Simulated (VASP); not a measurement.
# TiO (P-62m) in VASP: further runs

The runs below take TiO through single point, with r2SCAN.

Program: VASP 6.6.1. These are calculated values, not measurements. Logs are shortened: lines on timing, memory, paths and dates and some standing lists are left out, and cuts for length are marked.

## 1. The cell of the first run

Symmetry: P-62m, No. 189, hexagonal system. The conventional cell has a = 4.989 Å, b = 4.989 Å, c = 2.873 Å, α = 90.00°, β = 90.00°, γ = 120.00°. Within 2.9 Å of Ti (site symmetry -6) lie 6 O at 2.10 Å and 5 Ti at 2.87 to 2.88 Å. Within 2.6 Å of Ti (site symmetry -62m) lie 3 O at 1.97 Å. O (site symmetry m2m) has 5 Ti at 1.97 to 2.10 Å and 4 O at 2.66 Å within 2.7 Å.

## 2. Single point, r2SCAN

The input, POSCAR:

```
TiO
1.0
    4.9890877720      0.0000000000      0.0000000000
   -2.4945438860      4.3206767523      0.0000000000
    0.0000000000      0.0000000000      2.8733134400
Ti O
3 3
Direct
    0.6666666667      0.3333333333      0.5000000000
    0.3333333333      0.6666666667      0.5000000000
    0.0000000000      0.0000000000      0.0000000000
    0.6055592400      0.6055592400      0.0000000000
    0.3944407600      0.0000000000      0.0000000000
    0.0000000000      0.3944407600      0.0000000000
```

The input, INCAR.step1:

```
SYSTEM = TiO
PREC = Accurate ; ENCUT = 520
ISMEAR = 0 ; SIGMA = 0.4
LREAL = .False. ; LASPH = .True.
NELM = 60 ; NBANDS = 36
GGA = PE ; ALGO = Normal
EDIFF = 1E-4 ; LWAVE = .True.
LCHARG = .False.
```

The input, INCAR.step2:

```
SYSTEM = TiO
PREC = Accurate ; ENCUT = 520
EDIFF = 1E-6 ; ISMEAR = 0
SIGMA = 0.4 ; LREAL = .False.
LASPH = .True. ; NELM = 60
ALGO = Normal ; ISIF = 2
LWAVE = .False. ; LCHARG = .False.
METAGGA = R2SCAN ; LMIXTAU = .True.
NBANDS = 36 ; ISTART = 1
```

The input, KPOINTS:

```
Automatic mesh
0
Gamma
  6 6 6
  0 0 0
```

Potentials or basis: VASP PAW PBE potentials, release 64 (Ti_sv, O).

Run with:

```
$ cat potpaw_PBE.64/Ti_sv/POTCAR potpaw_PBE.64/O/POTCAR > POTCAR
$ cp INCAR.step1 INCAR
$ mpirun -np 1 vasp_std > vasp.out
$ cp INCAR.step2 INCAR
$ mpirun -np 1 vasp_std > vasp.out
```

OUTCAR:

```text
SYSTEM = TiO
   PREC = Accurate
   ENCUT = 520
   EDIFF = 1E-6
   ISMEAR = 0
   LREAL = .False.
   LASPH = .True.
   NELM = 60
   ISIF = 2
   METAGGA = R2SCAN
   ISTART = 1

 ion  position               nearest neighbor table
   1  0.667  0.333  0.500-   6 2.10   6 2.10   5 2.10   5 2.10   4 2.10   4 2.10   2 2.88   2 2.88
                             2 2.88
   2  0.333  0.667  0.500-   5 2.10   5 2.10   6 2.10   6 2.10   4 2.10   4 2.10   1 2.88   1 2.88
                             1 2.88
   3  0.000  0.000  0.000-   5 1.97   4 1.97   6 1.97
   4  0.606  0.606  0.000-   3 1.97   2 2.10   2 2.10   1 2.10   1 2.10
   5  0.394  0.000  0.000-   3 1.97   2 2.10   2 2.10   1 2.10   1 2.10
   6  0.000  0.394  0.000-   3 1.97   1 2.10   1 2.10   2 2.10   2 2.10

  LATTYP: Found a hexagonal cell.
 ALAT       =     4.9890877720
 C/A-ratio  =     0.5759196012

  Lattice vectors:

 A1 = (   4.9890877720,   0.0000000000,   0.0000000000)
 A2 = (  -2.4945438860,   4.3206767523,   0.0000000000)
 A3 = (   0.0000000000,   0.0000000000,   2.8733134400)

Analysis of symmetry for initial positions (statically):
=====================================================================
 Subroutine PRICEL returns:
 Original cell was already a primitive cell.

 Routine SETGRP: Setting up the symmetry group for a
 hexagonal supercell.

 Subroutine GETGRP returns: Found 12 space group operations
 (whereof 12 operations were pure point group operations)
 out of a pool of 24 trial point group operations.

The static configuration has the point symmetry D_3h.

Analysis of symmetry for dynamics (positions and initial velocities):
=====================================================================
 Subroutine PRICEL returns:
 Original cell was already a primitive cell.

 Routine SETGRP: Setting up the symmetry group for a
 hexagonal supercell.

 Subroutine GETGRP returns: Found 12 space group operations
 (whereof 12 operations were pure point group operations)
 out of a pool of 24 trial point group operations.

The dynamic configuration has the point symmetry D_3h.

 Subroutine INISYM returns: Found 12 space group operations
 (whereof 12 operations are pure point group operations),
 and found     1 'primitive' translations

----------------------------------------------------------------------------------------

                                     Primitive cell

  volume of cell :      61.9378

  direct lattice vectors                    reciprocal lattice vectors
     4.989087772  0.000000000  0.000000000     0.200437444  0.115722612  0.000000000
    -2.494543886  4.320676752  0.000000000     0.000000000  0.231445224  0.000000000
     0.000000000  0.000000000  2.873313440     0.000000000  0.000000000  0.348030252

  length of vectors
     4.989087772  4.989087772  2.873313440     0.231445224  0.231445224  0.348030252

  position of ions in fractional coordinates (direct lattice)
     0.666666667  0.333333333  0.500000000
     0.333333333  0.666666667  0.500000000
     0.000000000  0.000000000  0.000000000
     0.605559240  0.605559240  0.000000000
     0.394440760  0.000000000  0.000000000
     0.000000000  0.394440760  0.000000000

  ion indices of the primitive-cell ions
   primitive index   ion index
                 1           1
                 2           2
                 3           3
                 4           4
                 5           5
                 6           6

----------------------------------------------------------------------------------------

 KPOINTS: Automatic mesh

Automatic generation of k-mesh.
 Grid dimensions read from file:
 generate k-points for:    6    6    6

 Generating k-lattice:

  Cartesian coordinates                     Fractional coordinates (reciprocal lattice)
     0.033406241  0.019287102  0.000000000     0.166666667  0.000000000  0.000000000
     0.000000000  0.038574204  0.000000000     0.000000000  0.166666667  0.000000000
     0.000000000  0.000000000  0.058005042     0.000000000  0.000000000  0.166666667

  Length of vectors
     0.038574204  0.038574204  0.058005042

  Shift w.r.t. Gamma in fractional coordinates (k-lattice)
     0.000000000  0.000000000  0.000000000

 Subroutine IBZKPT returns following result:
 ===========================================

 Found     28 irreducible k-points:

 Following reciprocal coordinates:
            Coordinates               Weight
  0.000000  0.000000  0.000000      1.000000
  0.166667  0.000000  0.000000      6.000000
  0.333333  0.000000  0.000000      6.000000
  0.500000  0.000000  0.000000      3.000000
  0.166667  0.166667  0.000000      6.000000
  0.333333  0.166667  0.000000     12.000000
[... 16 lines left out ...]
  0.166667  0.000000  0.500000      6.000000
  0.333333  0.000000  0.500000      6.000000
 [... further k-points ...]
   k-points           NKPTS =     28   k-points in BZ     NKDIM =     28   number of bands    NBANDS=     36
   number of dos      NEDOS =    301   number of ions     NIONS =      6
   total plane-waves  NPLWV =  38400
   dimension x,y,z NGX =    40 NGY =   40 NGZ =   24
   dimension x,y,z NGXF=    80 NGYF=   80 NGZF=   48
   ions per type =               3   3
   NGX,Y,Z   is equivalent  to a cutoff of  13.33, 13.33, 13.89 a.u.
   NGXF,Y,Z  is equivalent  to a cutoff of  26.66, 26.66, 27.77 a.u.
 SYSTEM =  TiO
   PREC   = accura    normal or accurate (medium, high low for compatibility)
   ISTART =      1    job   : 0-new  1-cont  2-samecut
   ICHARG =      0    charge: 1-file 2-atom 10-const
   ISPIN  =      1    spin polarized calculation?
   LNONCOLLINEAR =      F non collinear calculations
   LSORBIT =      F    spin-orbit coupling
   LASPH  =      T    aspherical Exc in radial PAW
   ENCUT  =  520.0 eV  38.22 Ry    6.18 a.u.   9.28  9.28  5.34*2*pi/ulx,y,z
   NELM   =     60;   NELMIN=  2; NELMDL=  0     # of ELM steps
   EDIFF  = 0.1E-05   stopping-criterion for ELM
   LREAL  =      F    real-space projection
   EDIFFG = 0.1E-04   stopping-criterion for IOM
   NSW    =      0    number of steps for IOM
   IBRION =     -1    ionic relax: 0-MD 1-quasi-New 2-CG
   NFREE  =      0    steps in history (QN), initial steepest desc. (CG)
   ISIF   =      2    stress and relaxation
   ISYM   =      2    0-nonsym 1-usesym 2-fastsym
   POTIM  = 0.5000    time-step for ionic-motion
   TEBEG  =    0.0;   TEEND  =   0.0 temperature during run
   PSTRESS=    0.0 pullay stress
   NELECT =      54.0000    total number of electrons
   NUPDOWN=      -1.0000    fix difference up-down
   EMIN   =  10.00;   EMAX   =-10.00  energy-range for DOS
   EFERMI =   0.00;   METHOD = LEGACY
   ISMEAR =     0;   SIGMA  =   0.40  broadening in eV -4-tet -1-fermi 0-gaus
   EFERMI_NEDOS =   21; number of points for ismear=-14 and -15
   IALGO  =     38    algorithm
   IMIX   =      4    mixing-type and parameters
     AMIX     =   0.40;   BMIX     =  1.00
     AMIX_MAG =   1.60;   BMIX_MAG =  1.00
  volume/ion in A,a.u.               =      10.32        69.66
  Fermi-wavevector in a.u.,A,eV,Ry     =   1.563942  2.955423 33.278709  2.445916
  Thomas-Fermi vector in A             =   2.666639
   LORBIT       =      0    0 simple, 1 ext, 2 COOP (PROOUT), +10 PAW based schemes
   METAGGA = R2SCAN    functional components
   LHFCALC =     F    Hartree Fock is set to
   AEXX    =    0.0000 exact exchange contribution
   IVDW    =     0    specifies the selected vdW correction
   LEPSILON=     F    determine dielectric tensor
   LRPA    =     F    only Hartree local field effects (RPA)
 non-spin polarized calculation
 Gauss-broadening in eV      SIGMA  =   0.40
  energy-cutoff  :      520.00
  volume of cell :       61.94
 maximum number of plane-waves:      1691
 NGX is ok and might be reduce to    40
   NGX = 19   NGY = 19   NGZ = 11

 number of electron      54.0000004 magnetization

 Free energy of the ion-electron system (eV)
  ---------------------------------------------------
  ext. energy  EPLUGINS =         0.00000000
  ---------------------------------------------------
  free energy    TOTEN  =       -73.67587227 eV

  energy without entropy =      -73.60497887  energy(sigma->0) =      -73.64042557

 E-fermi :  10.6642     XC(G=0): -13.2819

 val. band max:       10.5452694845   @ k =   0.1667   0.1667   0.5000
 cond. band min:      10.8179334560   @ k =   0.1667   0.0000   0.0000
 fundamental gap:      0.2726639715
 Fermi energy:        10.6641771372

 k-point     1 :       0.0000    0.0000    0.0000
  band No.  band energies     occupation
      1     -49.9537      2.00000
      2     -49.8732      2.00000
      3     -49.4284      2.00000
      4     -25.3886      2.00000
      5     -25.3886      2.00000
      6     -25.0898      2.00000
[... 28 lines left out ...]
     35      12.6827      0.00000
     36      12.9275      0.00000

 k-point     2 :       0.1667    0.0000    0.0000
  band No.  band energies     occupation
      1     -49.9487      2.00000
      2     -49.8778      2.00000
      3     -49.4288      2.00000
      4     -25.4094      2.00000
      5     -25.3844      2.00000
      6     -25.0669      2.00000
[... 28 lines left out ...]
     35      12.7553      0.00000
     36      13.2845      0.00000

 k-point     3 :       0.3333    0.0000    0.0000
  band No.  band energies     occupation
      1     -49.9360      2.00000
      2     -49.8899      2.00000
      3     -49.4296      2.00000
      4     -25.4446      2.00000
      5     -25.3446      2.00000
      6     -25.0824      2.00000
[... 28 lines left out ...]
     35      12.9337      0.00000
     36      13.0667      0.00000
[... 742 lines left out ...]
 k-point    23 :       0.1667    0.0000    0.5000
  band No.  band energies     occupation
      1     -49.8904      2.00000
      2     -49.8260      2.00000
      3     -49.3817      2.00000
      4     -25.6579      2.00000
      5     -25.4406      2.00000
      6     -25.2421      2.00000
[... 28 lines left out ...]
     35      13.0687      0.00000
     36      13.1426      0.00000

 k-point    24 :       0.3333    0.0000    0.5000
  band No.  band energies     occupation
      1     -49.8793      2.00000
      2     -49.8372      2.00000
      3     -49.3817      2.00000
      4     -25.6388      2.00000
      5     -25.4800      2.00000
      6     -25.2541      2.00000
[... 28 lines left out ...]
     35      13.3166      0.00000
     36      13.5793      0.00000

 [... further k-points ...]

------------------------ aborting loop because EDIFF is reached ----------------------------------------

  FORCE on cell =-STRESS in cart. coord.  units (eV):
  Direction    XX          YY          ZZ          XY          YZ          ZX
  --------------------------------------------------------------------------------------
  -------------------------------------------------------------------------------------
  Total        0.0491359      0.0491359      0.2285276      0.0000000      0.0000000      0.0000000
  in kB        1.2710247      1.2710247      5.9114405      0.0000000      0.0000000      0.0000000
  external PRESSURE =       2.8178300 kB  Pullay stress =       0.0000000 kB

 VOLUME and BASIS-vectors are now :
 -----------------------------------------------------------------------------
  energy-cutoff  :      520.00
  volume of cell :       61.94
      direct lattice vectors                 reciprocal lattice vectors
     4.989087772  0.000000000  0.000000000     0.200437444  0.115722612  0.000000000
    -2.494543886  4.320676752  0.000000000     0.000000000  0.231445224  0.000000000
     0.000000000  0.000000000  2.873313440     0.000000000  0.000000000  0.348030252

 POSITION                                       TOTAL-FORCE (eV/Angst)
 -----------------------------------------------------------------------------------
      2.49454      1.44023      1.43666        -0.000000     -0.000000      0.000000
     -0.00000      2.88045      1.43666        -0.000000     -0.000000      0.000000
      0.00000      0.00000      0.00000        -0.000000     -0.000000      0.000000
      1.51059      2.61643      0.00000         0.008058      0.013958      0.000000
      1.96790      0.00000      0.00000        -0.016117     -0.000000     -0.000000
     -0.98395      1.70425      0.00000         0.008058     -0.013958      0.000000
 -----------------------------------------------------------------------------------
    total drift:                               -0.000001     -0.000002      0.000001

  FREE ENERGIE OF THE ION-ELECTRON SYSTEM (eV)
  ---------------------------------------------------
  free  energy   TOTEN  =       -73.6758722717 eV

  energy  without entropy=      -73.6049788660  energy(sigma->0) =      -73.64042557
```

It took 7.7 min on 1 thread of Intel Xeon 8259CL, shared host; peak memory 0.22 GiB.

Results:

| Property | Result |
| --- | --- |
| Free energy | -73.6759 eV |
| Pressure | 0.3 GPa |
| Largest force | 0.016 eV/Å |
| Band gap on the k mesh | zero (bands 27 and 28 overlap by 1.33 eV) |

Forces on the atoms (eV/Å):
```
Ti   0.000  0.000  0.000
Ti   0.000  0.000  0.000
Ti   0.000  0.000  0.000
O    0.008  0.014  0.000
O   -0.016  0.000  0.000
O    0.008 -0.014  0.000
```

Caveat: the k points lie up to 0.36 Å⁻¹ apart, too coarse for converged energies and pressures of a metal; so wide a smearing shifts energies and pressures; the PAW data sets were made with another functional, which shifts forces and pressure a little; semilocal functionals often make such compounds metallic where correlation or magnetic order opens a gap, which also shifts bond lengths.

## 3. Single point, r2SCAN

POSCAR is that of step 2.

The input, INCAR.step1:

```
PREC = Accurate
ENCUT = 520
ISMEAR = 0
SIGMA = 0.01
LREAL = F
LASPH = T
NELM = 80
NBANDS = 36
GGA = PE
ALGO = Normal
EDIFF = 1E-4
LWAVE = T
LCHARG = F
```

The input, INCAR.step2:

```
PREC = Accurate
ENCUT = 520
EDIFF = 1E-6
ISMEAR = 0
SIGMA = 0.01
LREAL = F
LASPH = T
NELM = 80
ALGO = Normal
ISIF = 2
LWAVE = F
LCHARG = F
METAGGA = R2SCAN
LMIXTAU = T
NBANDS = 36
ISTART = 1
```

The input, KPOINTS:

```
Automatic mesh
0
Gamma
  12 12 12
```

Potentials or basis: VASP PAW PBE potentials, release 64 (Ti_sv, O).

Run with:

```
$ cat potpaw_PBE.64/Ti_sv/POTCAR potpaw_PBE.64/O/POTCAR > POTCAR
$ cp INCAR.step1 INCAR
$ mpirun -np 1 vasp_std > vasp.out
$ cp INCAR.step2 INCAR
$ mpirun -np 1 vasp_std > vasp.out
```

Wall time 29 min (1 thread of Intel Xeon 8259CL, shared host); peak memory 0.36 GiB.

Results (log left out):

```
Free energy            : -73.6475 eV
Pressure               : 0.1 GPa
Largest force          : 0.007 eV/Å
Band gap on the k mesh : zero (bands 27 and 28 overlap by 1.33 eV)
```

Forces on the atoms (eV/Å):
```
Ti   0.000  0.000  0.000
Ti   0.000  0.000  0.000
Ti   0.000  0.000  0.000
O    0.004  0.006  0.000
O   -0.007  0.000  0.000
O    0.004 -0.006  0.000
```

Stress tensor (GPa, compression positive):
```
 0.17  0.00  0.00
 0.00  0.17  0.00
 0.00  0.00 -0.06
```

Levels at points of the mesh, in eV from the Fermi level:
| k point | band 24 | band 25 | band 26 | band 27 | band 28 | band 29 | band 30 | band 31 |
| --- | --- | --- | --- | --- | --- | --- | --- | --- |
| (0.00, 0.00, 0.00) | -5.90 | -3.66 | -0.89 | -0.84 | -0.84 | 0.50 | 0.50 | 0.88 |
| (0.50, 0.00, 0.00) | -5.61 | -2.76 | -2.12 | -1.81 | 0.43 | 1.12 | 1.19 | 1.40 |
| (0.00, 0.00, 0.50) | -6.09 | -2.03 | -2.03 | 0.49 | 1.23 | 1.23 | 1.25 | 1.25 |
| (0.50, 0.00, 0.50) | -5.74 | -2.08 | -1.54 | -0.57 | 0.53 | 0.83 | 1.59 | 1.61 |

Caveat: the PAW data sets were made with another functional, which shifts forces and pressure a little; semilocal functionals often make such compounds metallic where correlation or magnetic order opens a gap, which also shifts bond lengths.

The gap in the log of VASP goes by the Fermi energy; the results here count the filled bands.